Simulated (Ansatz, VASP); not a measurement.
One calculation of Al, two programs

File INCAR:

```
SYSTEM = Al
  ALGO = Normal
  EDIFF = 1E-6
  ENCUT = 500
  GGA = PS
  GGA_COMPAT = .FALSE.
  ISIF = 2
  ISMEAR = 0
  LASPH = .TRUE.
  LCHARG = .FALSE.
  LREAL = .FALSE.
  LWAVE = .FALSE.
  NBANDS = 8
  NELM = 120
  PREC = Accurate
  SIGMA = 0.1
```

KPOINTS

```
k-points
0
G
  6 6 6
  0 0 0
```

File POSCAR:

```
Al
1.0
   -1.6065851737      1.6065851737      1.6065851737
    1.6065851737     -1.6065851737      1.6065851737
    1.6065851737      1.6065851737     -1.6065851737
Al
1
Direct
    0.0000000000      0.0000000000      0.0000000000
```

Input for Ansatz:

```yaml
crystal:
  lattice:
    - [-1.6065851737, 1.6065851737, 1.6065851737]
    - [1.6065851737, -1.6065851737, 1.6065851737]
    - [1.6065851737, 1.6065851737, -1.6065851737]
  atoms:
    - { symbol: Al, position: [0.0, 0.0, 0.0] }
basis:
  ecutwfc: 420
kpoints:
  mp_grid: { grid: [6, 6, 6] }
hamiltonian:
  xc: pbesol
  pseudopotentials: { kind: paw, azcp: { folder: soft_1 } }
scf:
  occupations: { method: gaussian, width: 0.1 }
output:
  forces: true
  stress: true
  eigenvalues: true
```

Alike in both runs: task single point; functional PBEsol; k mesh 6 × 6 × 6; occupations gaussian, width 0.1 eV; no spin polarisation.

|  | VASP | Ansatz |
| --- | --- | --- |
| version | VASP 6.6.1 | Ansatz 0.2.0 |
| potentials or method | VASP PAW PBE potentials, release 64 (Al), cutoff 500 eV | scalar-relativistic, plane waves, PAW |
| valence electrons in the cell | 3 | 3 |

```tsv
	VASP	Ansatz	Ansatz less VASP
gap on the k mesh at the Fermi level (eV)	none	none	-
pressure (GPa)	0.4	0.3	-0.08
```

VASP's potentials were made for PBE, not for PBEsol, and Ansatz warns of the same on its side. A gap of «none» marks a metal or a gap that the smearing closes. With one functional, cell and mesh, what is left measures potentials, basis and numerics.

The k mesh is coarse, so the values compare programs but aren't converged.
